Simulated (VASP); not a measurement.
Here is a VASP 6.6.1 calculation.

INCAR

```
SYSTEM = TiO
  PREC = Accurate
  ENCUT = 600
  EDIFF = 1E-6
  ISMEAR = 0
  SIGMA = 0.1
  LREAL = .False.
  LASPH = .True.
  NELM = 150
  ALGO = Normal
  ISIF = 3
  LWAVE = .False.
  LCHARG = .False.
  ISPIN = 2
  MAGMOM = 0.13 0
  LORBIT = 11
  LMAXMIX = 4
  GGA = PS
  IBRION = 2
  NSW = 100
  EDIFFG = -0.01
```

File KPOINTS:

```
regular mesh
0
Gamma
  16 16 16
  0 0 0
```

POSCAR

```
TiO
1.0
    0.0000000000      2.2895965365      2.2895965365
    2.2895965365      0.0000000000      2.2895965365
    2.2895965365      2.2895965365      0.0000000000
Ti O
1 1
Direct
    0.0000000000      0.0000000000      0.0000000000
    0.2500000000      0.2500000000      0.2500000000
```

Potentials or basis: VASP PAW PBE potentials, release 64 (Ti_sv, O).

Command:

```console
$ cat potpaw_PBE.64/Ti_sv/POTCAR potpaw_PBE.64/O/POTCAR > POTCAR
$ mpirun -np 1 vasp_std > vasp.out
```

Question: Predict the relaxed volume.

Answer: 12.04 Å³/atom.

Question: Predict the band gap on the k mesh.

Answer: Zero (filled and empty bands overlap).

Question: Predict the space group after relaxing (to 0.05 Å).

Answer: F-43m (No. 216).

Question: Predict the net moment.

Answer: -0.02 μB per cell.

Step by step:
```csv
step,energy change (eV),largest force (eV/Å),pressure (GPa),volume (Å³)
1,0.0000,0.0000,0.56,24.01
2,0.0000,0.0000,-0.57,24.15
3,-0.0001,0.0000,0.00,24.07
```

Caveat: the PAW data sets were made with another functional, which shifts forces and pressure a little; semilocal functionals often make such compounds metallic where correlation or magnetic order opens a gap, which also shifts bond lengths.
